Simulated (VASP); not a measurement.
A run of VASP 6.6.1 is set up as follows.

Contents of INCAR:

```
SYSTEM = Ta2B2O
PREC     = Accurate       ! precision mode
ENCUT    = 520            ! plane-wave cutoff, eV
EDIFF    = 1E-6           ! SCF threshold, eV
ISMEAR   = 0              ! smearing method
SIGMA    = 0.1            ! smearing width, eV
LREAL    = .FALSE.        ! projectors in reciprocal space
LASPH    = .TRUE.         ! aspherical terms in the spheres
NELM     = 80             ! most SCF steps
ALGO     = Normal         ! electronic algorithm
ISIF     = 2              ! what is computed and relaxed
LWAVE    = .FALSE.        ! write WAVECAR
LCHARG   = .FALSE.        ! write CHGCAR
GGA      = PE             ! functional
NBANDS   = 25             ! bands
```

Contents of KPOINTS:

```
Automatic mesh
0
G
  6 6 4
  0 0 0
```

The input POSCAR:

```
Ta2B2O
1.0
    3.5471323700      0.0000000000      0.0000000000
   -1.7735661800      3.0719067400      0.0000000000
    0.0000000000      0.0000000000      5.6734776800
Ta B O
2 2 1
Direct
    0.6666666700      0.3333333300      0.7688455000
    0.3333333300      0.6666666700      0.2311545000
    0.6666666700      0.3333333300      0.3785214400
    0.3333333300      0.6666666700      0.6214785600
    0.0000000000      0.0000000000      0.0000000000
```

Potentials or basis: VASP PAW PBE potentials, release 64 (Ta_pv, B, O).

Run with:

```bash
$ cat potpaw_PBE.64/Ta_pv/POTCAR potpaw_PBE.64/B/POTCAR potpaw_PBE.64/O/POTCAR > POTCAR
$ mpirun -np 1 vasp_std > vasp.out
```

Problem. Predict the pressure.

Solution. -3.0 GPa.

Problem. Predict the largest force.

Solution. 0.692 eV/Å.

Forces in eV/Å, atoms in the order of the input:
```
Ta   0.000  0.000  0.464
Ta   0.000  0.000 -0.464
B    0.000  0.000  0.692
B    0.000  0.000 -0.692
O    0.000  0.000  0.000
```
